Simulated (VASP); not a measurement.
# Ge (Fd-3m) in VASP: notebook

Ge is run at these levels: PBE; tasks: relaxation of cell and atoms, single point.

Everything below comes from runs of VASP 6.6.1. Logs are shortened: lines on timing, memory, paths and dates and some standing lists are left out, and cuts for length are marked.

## 1. The cell of the first run

The structure is cubic, space group Fd-3m (No. 227). Conventional cell: a = 5.658 Å, b = 5.658 Å, c = 5.658 Å, α = 90.00°, β = 90.00°, γ = 90.00°. Ge (site symmetry -43m) has 4 Ge at 2.45 Å within 3.2 Å.

## 2. Relaxation of cell and atoms, PBE, target pressure 5 GPa, at which the enthalpy is minimised

Contents of INCAR:

```
SYSTEM = Ge
ALGO = Normal ; EDIFF = 1E-6
EDIFFG = -0.01 ; ENCUT = 600
GGA = PE ; IBRION = 2
ISIF = 3 ; ISMEAR = -1
LASPH = .TRUE. ; LCHARG = .FALSE.
LREAL = .FALSE. ; LWAVE = .FALSE.
NELM = 60 ; NSW = 60
PREC = Accurate ; PSTRESS = 50.0
SIGMA = 0.05
```

Contents of KPOINTS:

```
k-points
0
G
  8 8 8
  0 0 0
```

Contents of POSCAR:

```
Ge
1.0
    0.0000000000      2.8289100000      2.8289100000
    2.8289100000      0.0000000000      2.8289100000
    2.8289100000      2.8289100000      0.0000000000
Ge
2
Direct
    0.7500000000      0.7500000000      0.7500000000
    0.5000000000      0.5000000000      0.5000000000
```

Potentials or basis: VASP PAW PBE potentials, release 64 (Ge_d).

Command:

```
$ cat potpaw_PBE.64/Ge_d/POTCAR > POTCAR
$ mpirun -np 1 vasp_std > vasp.out
```

OUTCAR:

```text
SYSTEM = Ge
   EDIFF = 1E-6
   EDIFFG = -0.01
   ENCUT = 600
   GGA = PE
   IBRION = 2
   ISIF = 3
   ISMEAR = -1
   LASPH = .TRUE.
   LREAL = .FALSE.
   NELM = 60
   NSW = 60
   PREC = Accurate
   PSTRESS = 50.0

 ion  position               nearest neighbor table
   1  0.750  0.750  0.750-   2 2.45   2 2.45   2 2.45   2 2.45
   2  0.500  0.500  0.500-   1 2.45   1 2.45   1 2.45   1 2.45

  LATTYP: Found a face centered cubic cell.
 ALAT       =     5.6578200000

  Lattice vectors:

 A1 = (   0.0000000000,   2.8289100000,   2.8289100000)
 A2 = (   2.8289100000,   0.0000000000,   2.8289100000)
 A3 = (   2.8289100000,   2.8289100000,   0.0000000000)

Analysis of symmetry for initial positions (statically):
=====================================================================
 Subroutine PRICEL returns:
 Original cell was already a primitive cell.

 Routine SETGRP: Setting up the symmetry group for a
 face centered cubic supercell.

 Subroutine GETGRP returns: Found 48 space group operations
 (whereof 24 operations were pure point group operations)
 out of a pool of 48 trial point group operations.

The static configuration has the point symmetry T_d .
 The point group associated with its full space group is O_h .

Analysis of symmetry for dynamics (positions and initial velocities):
=====================================================================
 Subroutine PRICEL returns:
 Original cell was already a primitive cell.

 Routine SETGRP: Setting up the symmetry group for a
 face centered cubic supercell.

 Subroutine GETGRP returns: Found 48 space group operations
 (whereof 24 operations were pure point group operations)
 out of a pool of 48 trial point group operations.

The dynamic configuration has the point symmetry T_d .
 The point group associated with its full space group is O_h .

 Subroutine INISYM returns: Found 48 space group operations
 (whereof 24 operations are pure point group operations),
 and found     1 'primitive' translations

----------------------------------------------------------------------------------------

                                     Primitive cell

  volume of cell :      45.2780

  direct lattice vectors                    reciprocal lattice vectors
     0.000000000  2.828910000  2.828910000    -0.176746521  0.176746521  0.176746521
     2.828910000  0.000000000  2.828910000     0.176746521 -0.176746521  0.176746521
     2.828910000  2.828910000  0.000000000     0.176746521  0.176746521 -0.176746521

  length of vectors
     4.000682889  4.000682889  4.000682889     0.306133954  0.306133954  0.306133954

  position of ions in fractional coordinates (direct lattice)
     0.750000000  0.750000000  0.750000000
     0.500000000  0.500000000  0.500000000

  ion indices of the primitive-cell ions
   primitive index   ion index
                 1           1
                 2           2

----------------------------------------------------------------------------------------

 KPOINTS: k-points

Automatic generation of k-mesh.
 Grid dimensions read from file:
 generate k-points for:    8    8    8

 Generating k-lattice:

  Cartesian coordinates                     Fractional coordinates (reciprocal lattice)
    -0.022093315  0.022093315  0.022093315     0.125000000  0.000000000  0.000000000
     0.022093315 -0.022093315  0.022093315     0.000000000  0.125000000  0.000000000
     0.022093315  0.022093315 -0.022093315     0.000000000  0.000000000  0.125000000

  Length of vectors
     0.038266744  0.038266744  0.038266744

  Shift w.r.t. Gamma in fractional coordinates (k-lattice)
     0.000000000  0.000000000  0.000000000

 Subroutine IBZKPT returns following result:
 ===========================================

 Found     29 irreducible k-points:

 Following reciprocal coordinates:
            Coordinates               Weight
  0.000000  0.000000  0.000000      1.000000
  0.125000  0.000000  0.000000      8.000000
  0.250000  0.000000  0.000000      8.000000
  0.375000  0.000000  0.000000      8.000000
  0.500000  0.000000  0.000000      4.000000
  0.125000  0.125000  0.000000      6.000000
[... 16 lines left out ...]
  0.500000  0.250000  0.125000     48.000000
 -0.375000  0.250000  0.125000     24.000000
 [... further k-points ...]
   k-points           NKPTS =     29   k-points in BZ     NKDIM =     29   number of bands    NBANDS=     18
   number of dos      NEDOS =    301   number of ions     NIONS =      2
   total plane-waves  NPLWV =  32768
   dimension x,y,z NGX =    32 NGY =   32 NGZ =   32
   dimension x,y,z NGXF=    64 NGYF=   64 NGZF=   64
   ions per type =               2
   NGX,Y,Z   is equivalent  to a cutoff of  13.30, 13.30, 13.30 a.u.
   NGXF,Y,Z  is equivalent  to a cutoff of  26.59, 26.59, 26.59 a.u.
 SYSTEM =  Ge
   PREC   = accura    normal or accurate (medium, high low for compatibility)
   ISTART =      0    job   : 0-new  1-cont  2-samecut
   ICHARG =      2    charge: 1-file 2-atom 10-const
   ISPIN  =      1    spin polarized calculation?
   LNONCOLLINEAR =      F non collinear calculations
   LSORBIT =      F    spin-orbit coupling
   LASPH  =      T    aspherical Exc in radial PAW
   ENCUT  =  600.0 eV  44.10 Ry    6.64 a.u.   7.99  7.99  7.99*2*pi/ulx,y,z
   NELM   =     60;   NELMIN=  2; NELMDL= -5     # of ELM steps
   EDIFF  = 0.1E-05   stopping-criterion for ELM
   LREAL  =      F    real-space projection
   EDIFFG = -.1E-01   stopping-criterion for IOM
   NSW    =     60    number of steps for IOM
   IBRION =      2    ionic relax: 0-MD 1-quasi-New 2-CG
   NFREE  =      1    steps in history (QN), initial steepest desc. (CG)
   ISIF   =      3    stress and relaxation
   ISYM   =      2    0-nonsym 1-usesym 2-fastsym
   POTIM  = 0.5000    time-step for ionic-motion
   TEBEG  =    0.0;   TEEND  =   0.0 temperature during run
   PSTRESS=   50.0 pullay stress
   NELECT =      28.0000    total number of electrons
   NUPDOWN=      -1.0000    fix difference up-down
   EMIN   =  10.00;   EMAX   =-10.00  energy-range for DOS
   EFERMI =   0.00;   METHOD = LEGACY
   ISMEAR =    -1;   SIGMA  =   0.05  broadening in eV -4-tet -1-fermi 0-gaus
   EFERMI_NEDOS =   21; number of points for ismear=-14 and -15
   IALGO  =     38    algorithm
   IMIX   =      4    mixing-type and parameters
     AMIX     =   0.40;   BMIX     =  1.00
     AMIX_MAG =   1.60;   BMIX_MAG =  1.00
  volume/ion in A,a.u.               =      22.64       152.78
  Fermi-wavevector in a.u.,A,eV,Ry     =   1.394756  2.635708 26.468033  1.945346
  Thomas-Fermi vector in A             =   2.518275
   LORBIT       =      0    0 simple, 1 ext, 2 COOP (PROOUT), +10 PAW based schemes
   GGA     = PE    functional components
   LHFCALC =     F    Hartree Fock is set to
   AEXX    =    0.0000 exact exchange contribution
   IVDW    =     0    specifies the selected vdW correction
   LEPSILON=     F    determine dielectric tensor
   LRPA    =     F    only Hartree local field effects (RPA)
 conjugate gradient relaxation of ions
 non-spin polarized calculation
  energy-cutoff  :      600.00
  volume of cell :       45.28
 maximum number of plane-waves:      1540
   NGX = 15   NGY = 15   NGZ = 15

--------------------------------------- Ionic step        1  -------------------------------------------

 number of electron      28.0000013 magnetization

 Free energy of the ion-electron system (eV)
  ---------------------------------------------------
  ext. energy  EPLUGINS =         0.00000000
  ---------------------------------------------------
  free energy    TOTEN  =        -8.99940635 eV

  energy without entropy =       -8.99868130  energy(sigma->0) =       -8.99904382

 E-fermi :   5.0420     XC(G=0):  -9.9231

 val. band max:        5.0292093372   @ k =   0.0000   0.0000   0.0000
 cond. band min:       5.1789269048   @ k =   0.5000   0.0000   0.0000
 fundamental gap:      0.1497175676
 Fermi energy:         5.0420099266

 k-point     1 :       0.0000    0.0000    0.0000
  band No.  band energies     occupation
      1     -19.8199      2.00000
      2     -19.8199      2.00000
      3     -19.8199      2.00000
      4     -19.7838      2.00000
      5     -19.7838      2.00000
      6     -19.5732      2.00000
[... 10 lines left out ...]
     17       7.5482      0.00000
     18       7.5482      0.00000

 k-point     2 :       0.1250    0.0000    0.0000
  band No.  band energies     occupation
      1     -19.8280      2.00000
      2     -19.8280      2.00000
      3     -19.8174      2.00000
      4     -19.7724      2.00000
      5     -19.7724      2.00000
      6     -19.5851      2.00000
[... 10 lines left out ...]
     17       7.9968      0.00000
     18       8.4855      0.00000

 k-point     3 :       0.2500    0.0000    0.0000
  band No.  band energies     occupation
      1     -19.8381      2.00000
      2     -19.8381      2.00000
      3     -19.8113      2.00000
      4     -19.7552      2.00000
      5     -19.7552      2.00000
      6     -19.5988      2.00000
[... 572 lines left out ...]
  FORCE on cell =-STRESS in cart. coord.  units (eV):
  Direction    XX          YY          ZZ          XY          YZ          ZX
  --------------------------------------------------------------------------------------
  -------------------------------------------------------------------------------------
  Total        1.3229791      1.3229791      1.3229791     -0.0000000      0.0000000      0.0000000
  in kB       47.5959845     47.5959845     47.5959845     -0.0000000      0.0000000      0.0000000
  external PRESSURE =      -2.4040155 kB  Pullay stress =      50.0000000 kB

 VOLUME and BASIS-vectors are now :
 -----------------------------------------------------------------------------
  energy-cutoff  :      600.00
  volume of cell :       44.53
      direct lattice vectors                 reciprocal lattice vectors
    -0.000000000  2.813332613  2.813332613    -0.177725164  0.177725164  0.177725164
     2.813332613  0.000000000  2.813332613     0.177725164 -0.177725164  0.177725164
     2.813332613  2.813332613  0.000000000     0.177725164  0.177725164 -0.177725164

 POSITION                                       TOTAL-FORCE (eV/Angst)
 -----------------------------------------------------------------------------------
      4.22000      4.22000      4.22000         0.000000      0.000000      0.000000
      2.81333      2.81333      2.81333        -0.000000     -0.000000     -0.000000
 -----------------------------------------------------------------------------------
    total drift:                               -0.000000     -0.000000      0.000000

  FREE ENERGIE OF THE ION-ELECTRON SYSTEM (eV)
  ---------------------------------------------------
  free  energy   TOTEN  =        -8.9797994723 eV

  energy  without entropy=       -8.9792733039  energy(sigma->0) =       -8.97953639

  enthalpy is  TOTEN    =        -7.5899983449 eV   P V=        1.3898011274

--------------------------------------- Ionic step        5  -------------------------------------------

 number of electron      27.9999995 magnetization

 Free energy of the ion-electron system (eV)
  ---------------------------------------------------
  ext. energy  EPLUGINS =         0.00000000
  ---------------------------------------------------
  free energy    TOTEN  =        -8.97846508 eV

  energy without entropy =       -8.97795275  energy(sigma->0) =       -8.97820892

 E-fermi :   5.2642     XC(G=0): -10.0067

 val. band max:        5.1671018580   @ k =   0.0000   0.0000   0.0000
 cond. band min:       5.3633825046   @ k =   0.0000   0.0000   0.0000
 fundamental gap:      0.1962806466
 Fermi energy:         5.2642342580

 k-point     1 :       0.0000    0.0000    0.0000
  band No.  band energies     occupation
      1     -19.6743      2.00000
      2     -19.6743      2.00000
      3     -19.6743      2.00000
      4     -19.6368      2.00000
      5     -19.6368      2.00000
      6     -19.4166      2.00000
[... 10 lines left out ...]
     17       7.7280      0.00000
     18       7.7280      0.00000

 k-point     2 :       0.1250    0.0000    0.0000
  band No.  band energies     occupation
      1     -19.6829      2.00000
      2     -19.6829      2.00000
      3     -19.6717      2.00000
      4     -19.6248      2.00000
      5     -19.6248      2.00000
      6     -19.4287      2.00000
[... 10 lines left out ...]
     17       8.1860      0.00000
     18       8.7151      0.00000

 k-point     3 :       0.2500    0.0000    0.0000
  band No.  band energies     occupation
      1     -19.6934      2.00000
      2     -19.6934      2.00000
      3     -19.6654      2.00000
      4     -19.6068      2.00000
      5     -19.6068      2.00000
      6     -19.4428      2.00000
[... 460 lines left out ...]
  --------------------------------------------------------------------------------------
  -------------------------------------------------------------------------------------
  Total        1.3932673      1.3932673      1.3932673     -0.0000000      0.0000000     -0.0000000
  in kB       50.1738056     50.1738056     50.1738056     -0.0000000      0.0000000     -0.0000000
  external PRESSURE =       0.1738056 kB  Pullay stress =      50.0000000 kB

 VOLUME and BASIS-vectors are now :
 -----------------------------------------------------------------------------
  energy-cutoff  :      600.00
  volume of cell :       44.49
      direct lattice vectors                 reciprocal lattice vectors
    -0.000000000  2.812414529  2.812414529    -0.177783181  0.177783181  0.177783181
     2.812414529  0.000000000  2.812414529     0.177783181 -0.177783181  0.177783181
     2.812414529  2.812414529  0.000000000     0.177783181  0.177783181 -0.177783181

 POSITION                                       TOTAL-FORCE (eV/Angst)
 -----------------------------------------------------------------------------------
      4.21862      4.21862      4.21862         0.000000      0.000000      0.000000
      2.81241      2.81241      2.81241        -0.000000     -0.000000     -0.000000
 -----------------------------------------------------------------------------------
    total drift:                               -0.000000     -0.000000      0.000000

  FREE ENERGIE OF THE ION-ELECTRON SYSTEM (eV)
  ---------------------------------------------------
  free  energy   TOTEN  =        -8.9784650820 eV

  energy  without entropy=       -8.9779527486  energy(sigma->0) =       -8.97820892

  enthalpy is  TOTEN    =        -7.5900241257 eV   P V=        1.3884409563

 reached required accuracy - stopping structural energy minimisation
```

It took 94 s on 1 thread of Intel Xeon 8259CL, shared host; peak memory 0.19 GiB.

What came out:

```yaml
Free_energy: -8.9785 eV
Relaxed_volume: 22.25 Å³/atom
Relaxed_cell: a = 3.977 Å, b = 3.977 Å, c = 3.977 Å, α = 60.00°, β = 60.00°, γ = 60.00°
Space_group_after_relaxing_to_0.1_Å: Fd-3m (No. 227)
Energy_change_on_relaxing_the_run_minimises_the_enthalpy: +10.5 meV/atom
Ionic_steps: 5
Pressure_after_relaxing: 5.0 GPa
Band_gap_on_the_k_mesh: 0.20 eV
```

The path:
```csv
step,energy change (eV),largest force (eV/Å),pressure (GPa),volume (Å³)
1,0.0000,0.0000,3.56,45.28
2,0.0389,0.0000,5.96,43.96
3,0.0217,0.0000,5.13,44.47
4,0.0196,0.0000,4.76,44.53
5,0.0209,0.0000,5.02,44.49
```

Final structure:
```xyz
2
Lattice="0.0000 2.8124 2.8124 2.8124 0.0000 2.8124 2.8124 2.8124 0.0000" Properties=species:S:1:pos:R:3 pbc="T T T"
Ge    4.2186    4.2186    4.2186
Ge    2.8124    2.8124    2.8124
```

Levels at points of the mesh, in eV from the valence-band top:
```csv
k point,band 12,band 13,band 14,band 15,band 16,band 17
"(0.00, 0.00, 0.00)",0.00,0.00,0.00,0.20,2.56,2.56
"(0.50, 0.00, 0.00)",-7.68,-1.43,-1.43,0.24,3.76,3.76
"(0.50, 0.50, 0.00)",-8.95,-3.14,-3.14,0.73,0.73,9.66
```

Caveat: the cell is relaxed towards a set pressure, so the run minimises the enthalpy, not the energy; semilocal functionals underestimate gaps, and a narrow one can read as zero.

## 3. Relaxation of cell and atoms, PBE, target pressure 10 GPa, at which the enthalpy is minimised

Contents of INCAR:

```
SYSTEM = Ge
ALGO     = Normal         ! electronic algorithm
EDIFF    = 1E-6           ! SCF threshold, eV
EDIFFG   = -0.01          ! ionic threshold
ENCUT    = 600            ! plane-wave cutoff, eV
GGA      = PE             ! functional
IBRION   = 2              ! ionic algorithm
ISIF     = 3              ! what is computed and relaxed
ISMEAR   = -1             ! smearing method
LASPH    = .TRUE.         ! aspherical terms in the spheres
LCHARG   = .FALSE.        ! write CHGCAR
LREAL    = .FALSE.        ! projectors in reciprocal space
LWAVE    = .FALSE.        ! write WAVECAR
NELM     = 100            ! most SCF steps
NSW      = 60             ! ionic steps
PREC     = Accurate       ! precision mode
PSTRESS  = 100.0        
SIGMA    = 0.05           ! smearing width, eV
```

KPOINTS is that of step 2.

POSCAR is that of step 2.

Potentials or basis: VASP PAW PBE potentials, release 64 (Ge_d).

Command:

```
$ cat potpaw_PBE.64/Ge_d/POTCAR > POTCAR
$ mpirun -np 1 vasp_std > vasp.out
```

Wall time 2.7 min (1 thread of Intel Xeon 8259CL, shared host); peak memory 0.19 GiB.

It converged, with:

| Quantity | Value |
| --- | --- |
| Free energy | -8.8702 eV |
| Relaxed volume | 21.06 Å³/atom |
| Relaxed cell | a = 3.906 Å, b = 3.906 Å, c = 3.906 Å, α = 60.00°, β = 60.00°, γ = 60.00° |
| Space group after relaxing (to 0.1 Å) | Fd-3m (No. 227) |
| Energy change on relaxing (the run minimises the enthalpy) | +64.6 meV/atom |
| Ionic steps | 9 |
| Pressure after relaxing | 10.0 GPa |
| Band gap on the k mesh | 0.41 eV (least direct gap 0.71 eV) |

The path:
```tsv
step	energy change (eV)	largest force (eV/Å)	pressure (GPa)	volume (Å³)
1	0.0000	0.0000	3.56	45.28
2	0.3438	0.0000	17.44	39.58
3	0.1281	0.0000	9.75	42.14
4	0.1338	0.0000	10.16	42.05
5	0.1263	0.0000	9.87	42.17
6	0.1296	0.0000	10.10	42.12
7	0.1281	0.0000	9.90	42.14
8	0.1288	0.0000	9.88	42.13
9	0.1292	0.0000	10.03	42.13
```

Final structure:
```
CELL_PARAMETERS angstrom
0.00000 2.76167 2.76167
2.76167 0.00000 2.76167
2.76167 2.76167 0.00000
ATOMIC_POSITIONS crystal
Ge 0.75000 0.75000 0.75000
Ge 0.50000 0.50000 0.50000
```

Levels at points of the mesh, in eV from the valence-band top:
```tsv
k point	band 12	band 13	band 14	band 15	band 16	band 17
(0.00, 0.00, 0.00)	0.00	0.00	0.00	0.71	2.58	2.58
(0.50, 0.00, 0.00)	-7.96	-1.52	-1.52	0.41	3.78	3.78
(0.50, 0.50, 0.00)	-9.18	-3.34	-3.34	0.65	0.65	10.13
```

Caveat: the cell is relaxed towards a set pressure, so the run minimises the enthalpy, not the energy; semilocal functionals underestimate gaps, and a narrow one can read as zero. A k mesh can miss the band edges.

[end of part 1 of 2]
